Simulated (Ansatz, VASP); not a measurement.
# Ni: VASP beside Ansatz

Contents of INCAR:

```
SYSTEM = Ni
ALGO = Normal ; EDIFF = 1E-7
ENCUT = 520 ; GGA = PE
GGA_COMPAT = .False. ; ISIF = 2
ISMEAR = -1 ; LASPH = .True.
LCHARG = .False. ; LMAXMIX = 4
LORBIT = 11 ; LORBMOM = .True.
LREAL = .False. ; LSORBIT = .True.
LWAVE = .False. ; MAGMOM = 0 0 0.7
NBANDS = 21 ; NELM = 150
PREC = Accurate ; SIGMA = 0.05
```

KPOINTS

```
k-points
0
Gamma
  12 12 12
  0 0 0
```

File POSCAR:

```
Ni
1.0
    0.0000000000      1.6799391071      1.9381285000
    1.6799391071      0.0000000000      1.9381285000
    1.6799391071      1.6799391071      0.0000000000
Ni
1
Direct
    0.0000000000      0.0000000000      0.0000000000
```

Input for Ansatz:

```yaml
crystal:
  lattice:
    - [0.0, 1.6799391071, 1.9381285]
    - [1.6799391071, 0.0, 1.9381285]
    - [1.6799391071, 1.6799391071, 0.0]
  atoms:
    - { symbol: Ni, position: [0.0, 0.0, 0.0], spin: 0.7, spin_axis: [0.0, 0.0, 1.0] }
magnetization:
  noncollinear: true
  spin_orbit: true
kpoints:
  mp_grid: { grid: [12, 12, 12] }
scf:
  occupations: { method: fermi_dirac, width: 0.05 }
  convergence: { dr2_threshold: 1.0e-08 }
  max_iter: 60
  lower_state_search: "off"
hamiltonian:
  xc: pbe
  pseudopotentials: { kind: all_electron, lapw: { basis_error: 2.5e-05 } }
output:
  eigenvalues: false
  hubbard: { sites: [{ species: Ni, l: d }] }
checkpoint:
  write: state
  compress: false
  write_every: 100000
  read: start
```

Change from the starting cell: stretched by +10 % along [0.0, 0.0, 1.0] at fixed volume; spin-orbit coupling, moments along 001, LAPW.

Alike in both runs: task single point; functional PBE; k mesh 12 × 12 × 12; occupations fermi-dirac, width 0.05 eV; non-collinear spin, spin-orbit coupling.

|  | VASP | Ansatz |
| --- | --- | --- |
| version | VASP 6.6.1 | Ansatz 0.2.0 |
| potentials or method | VASP PAW PBE potentials, release 64 (Ni), cutoff 520 eV | all-electron LAPW |

```tsv
	VASP	Ansatz	Ansatz less VASP
net moment per atom (μB)	0.64	0.65	+0.011
```

Ansatz ran all-electron here, and VASP with PAW potentials.
